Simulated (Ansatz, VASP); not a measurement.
# Li2Ta: VASP beside Ansatz

Contents of INCAR:

```
PREC = Accurate
ENCUT = 600
EDIFF = 1E-7
ISMEAR = 0
SIGMA = 0.1
LREAL = F
LASPH = T
NELM = 80
ALGO = Fast
ISIF = 3
LWAVE = F
LCHARG = F
GGA = PE
IBRION = 2
NSW = 100
EDIFFG = -0.01
```

File KPOINTS:

```
Automatic mesh
0
Gamma
  18 18 10
```

File POSCAR:

```
Li2Ta
1.0
    3.1399841393      0.0000000000      0.0000000000
   -1.5699920697      2.7193060321      0.0000000000
    0.0000000000      0.0000000000      4.8699142527
Li Ta
2 1
Direct
    0.3333333333      0.6666666667      0.5000000000
    0.6666666667      0.3333333333      0.5000000000
    0.0000000000      0.0000000000      0.0000000000
```

Input for Ansatz:

```yaml
crystal:
  lattice:
    - [3.1399841393, 0.0, 0.0]
    - [-1.5699920697, 2.7193060321, 0.0]
    - [0.0, 0.0, 4.8699142527]
  atoms:
    - { symbol: Li, position: [0.3333333333, 0.6666666667, 0.5] }
    - { symbol: Li, position: [0.6666666667, 0.3333333333, 0.5] }
    - { symbol: Ta, position: [0.0, 0.0, 0.0] }
basis:
  ecutwfc: 420
kpoints:
  mp_grid: { grid: [18, 18, 10] }
hamiltonian:
  xc: pbe
scf:
  occupations: { method: gaussian, width: 0.1 }
output:
  forces: true
  stress: true
  eigenvalues: true
relax:
  adjacent_minimum: "off"
  f_tol: 0.01
  max_steps: 80
  cell: { stress_tol: 0.05 }
```

Alike in both runs: task relaxation of cell and atoms; functional PBE; k mesh 18 × 18 × 10; occupations gaussian, width 0.1 eV; no spin polarisation.

```csv
,VASP,Ansatz
version,VASP 6.6.1,Ansatz 0.2.0
potentials or method,"VASP PAW PBE potentials, release 64 (Li_sv, Ta_pv), cutoff 600 eV","scalar-relativistic, plane waves, PAW"
valence electrons in the cell,17,19
```

```csv
,VASP,Ansatz,Ansatz less VASP
"gap on the k mesh at the Fermi level, each at its own relaxed structure (eV)",none,none,-
relaxed volume (Å³/atom),13.84,13.87,+0.036
relaxed cell length with the largest relative difference (Å),3.140,3.145,+0.0044
```

A gap of «none» marks a metal or a gap that the smearing closes. VASP's potentials hold 17 valence electrons a cell and Ansatz's 19, so a difference there can come from the potentials and not from the codes.

Neither program's run includes spin-orbit coupling. Noted on VASP's run: the cutoff is short for stress, so the pressure is rough.
